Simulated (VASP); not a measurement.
Pd:

```
Pd
1.0
     2.82030    0.00000    0.00000
    -1.41015    2.44245    0.00000
     0.00000    0.00000    4.68981
Pd
2
Direct
  0.33333 0.66667 0.25000
  0.66667 0.33333 0.75000
```

This cell differs from its parent crystal: volume scaled by 1.04.

Base run:

| Property | Result |
| --- | --- |
| Program | VASP 6.6.1 |
| Functional | PBEsol |
| Potentials or basis | VASP PAW PBE potentials, release 64 (Pd) |
| Cutoff | 520 eV |
| k mesh | 11 × 11 × 6 |
| Occupations | fermi-dirac, width 0.05 eV |
| Spin | no spin polarisation |

Its results: band gap on the k mesh zero (band 10 reaches 8.29 eV, above the bottom of band 11 at 7.55 eV); pressure -15.5 GPa.

The run is repeated on the same cell with these changes: functional from PBEsol to r2SCAN; further incar settings from ALGO = Normal; EDIFF = 1e-07; NBANDS = 17 to ALGO = Normal; EDIFF = 1e-06; NBANDS = 17. What comes out?

Band gap on the k mesh zero (band 10 reaches 8.30 eV, above the bottom of band 11 at 7.52 eV); pressure -10.4 GPa.

Caveats: the PAW data sets were made with another functional, which shifts forces and pressure a little.
